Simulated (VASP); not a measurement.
Input of a VASP 6.6.1 run:

The input INCAR:

```
PREC = Accurate
ENCUT = 520
EDIFF = 1E-7
ISMEAR = 0
SIGMA = 0.1
LREAL = F
LASPH = T
NELM = 150
ALGO = Normal
ISIF = 2
LWAVE = F
LCHARG = F
ISPIN = 2
MAGMOM = 0 1 0 0
LORBIT = 11
LMAXMIX = 4
GGA = PE
NBANDS = 28
```

Contents of KPOINTS:

```
regular mesh
0
Gamma
  4 4 4
```

The input POSCAR:

```
HfPdSe2
1.0
    3.7682318756      0.0000000000      0.0000000000
    0.0000000000      3.7682318756      0.0000000000
    0.0000000000      0.0000000000      5.8407331739
Hf Pd Se
1 1 2
Direct
    0.5000000000      0.5000000000      0.5000000000
    0.5000000000      0.5000000000      0.0000000000
    0.0000000000      0.0000000000      0.5000000000
    0.0000000000      0.0000000000      0.0000000000
```

Potentials or basis: VASP PAW PBE potentials, release 64 (Hf_pv, Pd, Se).

Command:

```sh
$ cat potpaw_PBE.64/Hf_pv/POTCAR potpaw_PBE.64/Pd/POTCAR potpaw_PBE.64/Se/POTCAR > POTCAR
$ mpirun -np 1 vasp_std > vasp.out
```

Task: Estimate the pressure.

Result: -0.4 GPa.

Task: Predict the net moment.

Result: 0.00 μB per cell.

Stress tensor (GPa, compression positive):
```
-0.54  0.00  0.00
 0.00 -0.54  0.00
 0.00  0.00 -0.08
```

Caveat: the k points lie up to 0.42 Å⁻¹ apart, too coarse for converged energies and pressures of a metal.
